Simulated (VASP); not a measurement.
Input of a VASP 6.6.1 run:

The input INCAR:

```
  PREC = Accurate
  ENCUT = 600
  EDIFF = 1E-6
  ISMEAR = -1
  SIGMA = 0.05
  LREAL = Auto
  LASPH = T
  NELM = 120
  ALGO = Normal
  ISIF = 2
  LWAVE = F
  LCHARG = F
  GGA = PS
  NBANDS = 309
  ISYM = 0
  GGA_COMPAT = F
```

KPOINTS

```
Automatic mesh
0
Gamma
  1 1 1
  0.25 0.25 0.25
```

Contents of POSCAR:

```
Si3Ge5O16
1.0
    8.6783420000      0.0000000000      0.0000000000
    0.0000000000      8.6783420000      0.0000000000
    0.0000000000      0.0000000000      8.4182530000
Ge Si O
15 9 48
Direct
    0.0001060000      0.0036840000      0.9994420000
    0.0022430000      0.0019430000      0.3330480000
    0.9982000000      0.0005030000      0.6666970000
    0.9998770000      0.5016040000      0.6681830000
    0.5011470000      0.0016020000      0.0005870000
    0.4993950000      0.9995560000      0.3327560000
    0.5006100000      0.9978770000      0.6655350000
    0.4991910000      0.5006690000      0.0028030000
    0.5013680000      0.4976540000      0.6689690000
    0.2501210000      0.2487010000      0.1728320000
    0.2448450000      0.2508430000      0.8326430000
    0.2510480000      0.7490250000      0.1676880000
    0.2508810000      0.7480340000      0.8343670000
    0.7507630000      0.2481320000      0.8348180000
    0.7540820000      0.7518680000      0.8325190000
    0.0015350000      0.4994760000      0.0000490000
    0.9978070000      0.5002890000      0.3310960000
    0.4993820000      0.5015690000      0.3350770000
    0.2496730000      0.2476710000      0.4989290000
    0.2532150000      0.7507970000      0.4999520000
    0.7504300000      0.2471180000      0.1673480000
    0.7488890000      0.2533600000      0.5032880000
    0.7464300000      0.7478490000      0.1636390000
    0.7504140000      0.7494300000      0.5022430000
    0.1560520000      0.1565650000      0.9969640000
    0.1549810000      0.1520530000      0.3396560000
    0.1577880000      0.1509300000      0.6692910000
    0.1514590000      0.6536830000      0.9993770000
    0.1552730000      0.6528530000      0.3321710000
    0.1526860000      0.6523600000      0.6670660000
    0.6506450000      0.1558900000      0.9969730000
    0.6502030000      0.1529320000      0.3300460000
    0.6537210000      0.1546870000      0.6663290000
    0.6553900000      0.6480210000      0.9984110000
    0.6504080000      0.6523580000      0.3306570000
    0.6537590000      0.6543980000      0.6639990000
    0.3472610000      0.3511930000      0.0014890000
    0.3477130000      0.3465380000      0.3338560000
    0.3471400000      0.3427440000      0.6658740000
    0.3448920000      0.8394190000      0.0012440000
    0.3465120000      0.8473680000      0.3316690000
    0.3504360000      0.8473500000      0.6655470000
    0.8509540000      0.3460770000      0.9996500000
    0.8432460000      0.3488960000      0.3339400000
    0.8453330000      0.3501350000      0.6627870000
    0.8437270000      0.8497230000      0.0052480000
    0.8429160000      0.8469840000      0.3347880000
    0.8512660000      0.8471840000      0.6657560000
    0.0920180000      0.4024480000      0.1642090000
    0.1001250000      0.4049770000      0.5004610000
    0.0990250000      0.4052500000      0.8344790000
    0.1000630000      0.9047190000      0.1661790000
    0.0994220000      0.9044860000      0.4954040000
    0.0903180000      0.9047980000      0.8367470000
    0.5980050000      0.4029950000      0.1704700000
    0.5923890000      0.4084400000      0.5024940000
    0.5980620000      0.4009450000      0.8322300000
    0.5984060000      0.9016250000      0.1633180000
    0.5979000000      0.9026950000      0.5016000000
    0.5956210000      0.9049990000      0.8326090000
    0.3989980000      0.0988000000      0.1673090000
    0.4042930000      0.0940370000      0.5025510000
    0.4031460000      0.0986560000      0.8348050000
    0.4053660000      0.5977850000      0.1668860000
    0.4049230000      0.6019640000      0.5017550000
    0.4000480000      0.5934270000      0.8339330000
    0.9028950000      0.0968890000      0.1679240000
    0.9025110000      0.0958240000      0.5037600000
    0.9022550000      0.0920860000      0.8357090000
    0.9049830000      0.5961850000      0.1680950000
    0.9024840000      0.5948610000      0.4982400000
    0.9039390000      0.5961050000      0.8342630000
```

Potentials or basis: VASP PAW PBE potentials, release 64 (Ge_d, Si, O).

Launch:

```console
$ cat potpaw_PBE.64/Ge_d/POTCAR potpaw_PBE.64/Si/POTCAR potpaw_PBE.64/O/POTCAR > POTCAR
$ mpirun -np 1 vasp_std > vasp.out
```

Task: What does it give for the pressure?

Result: 2.3 GPa.

Task: Predict the band gap on the k mesh.

Result: 4.01 eV (least direct gap 4.01 eV).

Task: What does it give for the largest force?

Result: 3.137 eV/Å.

Forces in eV/Å, atoms in the order of the input:
```
Ge   0.471 -0.582  1.048
Ge  -0.770 -0.993  0.218
Ge   1.043 -0.190 -0.222
Ge   0.262 -0.239 -0.882
Ge  -0.833 -0.133 -0.459
Ge   0.214 -0.242  0.161
Ge  -0.121  0.687  0.712
Ge   0.267 -0.776 -0.367
Ge  -0.840  0.426  0.056
Ge  -0.045  0.984 -1.899
Ge   1.816  0.584  0.351
Ge  -0.543 -0.322 -0.053
Ge  -0.457  0.295 -0.636
Ge   0.200  0.653 -0.657
Ge  -0.537 -0.113  0.387
Si  -0.054  0.231  0.308
Si   0.239  0.084  0.360
Si   0.214  0.186 -0.162
Si   0.461  0.616  1.139
Si  -0.263 -0.221 -0.120
Si  -0.268  0.747  0.228
Si  -0.056 -0.144 -0.683
Si   0.430  0.047  0.948
Si  -0.055  0.061 -1.173
O   -1.106 -0.916  1.261
O    0.462  0.830  0.901
O   -0.468  0.081 -2.281
O   -1.750 -1.855  0.284
O   -0.813 -0.764  1.811
O    0.914  1.232 -1.597
O    0.894  0.439  2.451
O    1.876  1.637  0.454
O    0.615  0.543 -1.652
O    0.808  1.204  1.340
O    0.515  0.455  0.272
O    0.908  0.784 -0.842
O   -0.318 -0.465  0.183
O    0.522  0.677  1.913
O   -0.462 -0.160 -1.621
O    1.398  1.623 -0.288
O   -0.233 -0.405  1.815
O   -1.580 -1.212 -1.075
O    0.108  0.272  1.479
O   -0.112 -0.724  0.170
O   -0.563 -0.971 -0.755
O   -0.601 -0.976  0.897
O   -1.088 -1.338 -0.163
O   -1.193 -1.159 -1.439
O   -0.746  0.993  0.642
O    0.250 -0.764 -1.656
O   -1.125  0.735  1.267
O   -0.234  0.278 -0.011
O    1.411 -1.580  1.002
O    1.499 -1.271 -0.710
O    0.506 -0.638  1.119
O    1.445 -1.584 -2.290
O    0.175  0.090  0.474
O    0.747 -0.977  0.376
O    1.598 -1.525 -0.473
O    0.917 -0.869  0.240
O    0.576 -0.693 -0.039
O   -1.747  1.881 -0.744
O   -0.082 -0.125 -0.101
O    0.359 -0.567  1.997
O   -0.762  0.265 -1.594
O    0.171  0.297 -0.189
O   -1.454  1.787 -0.029
O   -1.571  1.859 -0.776
O   -1.162  1.486 -0.533
O   -0.107 -0.007 -0.329
O   -0.596  0.851 -1.359
O    0.422 -0.403  1.596
```

Caveat: the PAW data sets were made with another functional, which shifts forces and pressure a little; a shifted mesh leaves out Γ, where band edges can lie. A k mesh can miss the band edges.
